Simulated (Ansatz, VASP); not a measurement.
# AlN: VASP beside Ansatz

Contents of POSCAR:

```
AlN
1.0
    0.0000000000      2.1839935596      2.1839935596
    2.1839935596      0.0000000000      2.1839935596
    2.1839935596      2.1839935596      0.0000000000
Al N
1 1
Direct
    0.0000000000      0.0000000000      0.0000000000
    0.2500000000      0.2500000000      0.2500000000
```

The input INCAR.step1:

```
SYSTEM = AlN
  ALGO = Normal
  EDIFF = 1E-4
  ENCUT = 600
  GGA = PE
  ISMEAR = -1
  LASPH = .TRUE.
  LCHARG = .FALSE.
  LREAL = .FALSE.
  LWAVE = .TRUE.
  NELM = 60
  PREC = Accurate
  SIGMA = 0.08
```

File INCAR.step2:

```
SYSTEM = AlN
  ALGO = Normal
  EDIFF = 1E-6
  EDIFFG = -0.002
  ENCUT = 600
  IBRION = 2
  ISIF = 3
  ISMEAR = -1
  ISTART = 1
  LASPH = .TRUE.
  LCHARG = .FALSE.
  LMIXTAU = .TRUE.
  LREAL = .FALSE.
  LWAVE = .FALSE.
  METAGGA = R2SCAN
  NELM = 60
  NSW = 100
  PREC = Accurate
  SIGMA = 0.08
```

The input KPOINTS:

```
k-points
0
G
  16 16 16
  0 0 0
```

Input for Ansatz:

```yaml
crystal:
  lattice:
    - [0.0, 2.1839935596, 2.1839935596]
    - [2.1839935596, 0.0, 2.1839935596]
    - [2.1839935596, 2.1839935596, 0.0]
  atoms:
    - { symbol: Al, position: [0.0, 0.0, 0.0] }
    - { symbol: "N", position: [0.25, 0.25, 0.25] }
kpoints:
  mp_grid: { grid: [16, 16, 16] }
scf:
  occupations: { method: fermi_dirac, width: 0.08 }
hamiltonian:
  xc: r2scan
  pseudopotentials: { kind: paw }
relax:
  f_tol: 0.002
  max_steps: 80
  cell: {}
output:
  forces: true
  stress: true
```

Alike in both runs: task relaxation of cell and atoms; functional r2SCAN; k mesh 16 × 16 × 16; occupations fermi-dirac, width 0.08 eV; no spin polarisation.

```csv
,VASP,Ansatz
version,VASP 6.6.1,Ansatz 0.2.0
potentials or method,"VASP PAW PBE potentials, release 64 (Al, N)","PAW with Ansatz's default frozen-core files, scalar-relativistic"
plane-wave cutoff (eV),600,500
valence electrons in the cell,8,8
```

```tsv
	VASP	Ansatz	Ansatz less VASP
relaxed volume (Å³/atom)	10.41	10.43	+0.017
relaxed cell length with the largest relative difference (Å)	3.088	3.090	+0.0016
```

VASP's potentials were made for PBE, not for r2SCAN.
